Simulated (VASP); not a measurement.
Zr3Cd2: single point with PBEsol

The system is Zr3Cd2.

```xyz
5
Lattice="5.5010 0.0000 0.0000 0.0000 5.0911 0.0000 0.0000 0.0000 5.5119" Properties=species:S:1:pos:R:3 pbc="T T T"
Zr    0.0000    0.0000    2.7559
Zr    2.7505    0.0000    0.0000
Zr    0.0000    0.0000    0.0000
Cd    2.7505    2.5456    2.7559
Cd    2.7505    0.0000    2.7559
```

* Program: VASP 6.6.1
* Task: single point
* Functional: PBEsol
* Potentials or basis: VASP PAW PBE potentials, release 64 (Zr_sv, Cd)
* Cutoff: 520 eV
* k mesh: 8 × 6 × 6
* Occupations: gaussian, width 0.1 eV
* Spin: no spin polarisation

```
Pressure               : 0.2 GPa
Band gap on the k mesh : zero (bands 30 and 31 overlap by 0.99 eV)
```

Stress tensor (GPa, compression positive):
```
0.18 0.00 0.00
0.00 0.38 0.00
0.00 0.00 0.17
```

Levels at points of the mesh, in eV from the Fermi level:
| k point | band 28 | band 29 | band 30 | band 31 | band 32 | band 33 |
| --- | --- | --- | --- | --- | --- | --- |
| (0.00, 0.00, 0.00) | -0.84 | -0.81 | -0.27 | -0.14 | -0.12 | 0.70 |
| (0.50, 0.00, 0.00) | -0.69 | -0.41 | -0.22 | 0.37 | 0.66 | 1.07 |
| (0.00, 0.50, 0.00) | -1.33 | -1.30 | 0.65 | 0.88 | 0.89 | 1.20 |
| (0.50, 0.50, 0.00) | -0.97 | -0.87 | 0.29 | 0.48 | 0.98 | 1.02 |
| (0.00, 0.00, 0.50) | -0.73 | -0.41 | -0.21 | 0.40 | 0.70 | 1.10 |
| (0.50, 0.00, 0.50) | -0.12 | -0.11 | 0.14 | 0.77 | 0.79 | 0.90 |
| (0.00, 0.50, 0.50) | -1.01 | -0.86 | 0.30 | 0.51 | 1.00 | 1.01 |
| (0.50, 0.50, 0.50) | -0.41 | -0.40 | 0.47 | 0.78 | 0.79 | 1.32 |

Wall time 19 min on 1 thread of Oxide Virtual Turin-like Processor, with other jobs on the host, peak memory 0.48 GiB.

Caveat: the PAW data sets were made with another functional, which shifts forces and pressure a little.
